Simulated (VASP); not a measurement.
Set up this calculation in VASP 6.6.1, as the native input.

```yaml
Task: relaxation of cell and atoms
Functional: LDA
Potentials_or_basis: VASP PAW LDA potentials, release 64 (Ta_sv_GW, N)
Cutoff: 700 eV
k_mesh: 10 × 10 × 9
Occupations: fermi-dirac, width 0.05 eV
Spin: no spin polarisation
Dipole_correction: no
Further_INCAR_settings: ALGO = Normal; EDIFF = 1e-07; IBRION = 2; EDIFFG = -0.01; NSW = 60; ISIF = 3
```

The structure of TaN lies in POSCAR:

```
TaN
1.0
    2.9380011100      0.0000000000      0.0000000000
   -1.4690005500      2.5443836000      0.0000000000
    0.0000000000      0.0000000000      2.8830022100
Ta N
1 1
Direct
    0.3333333333      0.6666666667      0.5000000000
    0.0000000000      0.0000000000      0.0000000000
```

The input as run:

INCAR

```
  PREC = Accurate
  ENCUT = 700
  EDIFF = 1E-7
  ISMEAR = -1
  SIGMA = 0.05
  LREAL = F
  LASPH = T
  NELM = 120
  ALGO = Normal
  ISIF = 3
  LWAVE = F
  LCHARG = F
  GGA = CA
  IBRION = 2
  NSW = 60
  EDIFFG = -0.01
  GGA_COMPAT = F
  NELMIN = 4
```

KPOINTS

```
Automatic mesh
0
Gamma
  10 10 9
```

Potentials or basis: VASP PAW LDA potentials, release 64 (Ta_sv_GW, N).

The run is started by

```console
$ cat potpaw_LDA.64/Ta_sv_GW/POTCAR potpaw_LDA.64/N/POTCAR > POTCAR
$ mpirun -np 1 vasp_std > vasp.out
```

It gave:

* Relaxed volume: 10.47 Å³/atom
* Relaxed cell: a = 2.910 Å, b = 2.910 Å, c = 2.854 Å, α = 90.00°, β = 90.00°, γ = 120.00°
* Space group after relaxing (to 0.1 Å): P-6m2 (No. 187)
* Energy gained by relaxing: 10.6 meV/atom
* Ionic steps: 7
* Pressure after relaxing: -0.1 GPa
* Band gap on the k mesh: zero (bands 9 and 10 overlap by 0.29 eV)

Caveat: spin-orbit coupling is left out, which moves the levels of the heavy elements.

It took 4 min on 1 thread of AMD EPYC 7R43 64-Core Processor (Zen 3) (shared host), peak memory 0.14 GiB.
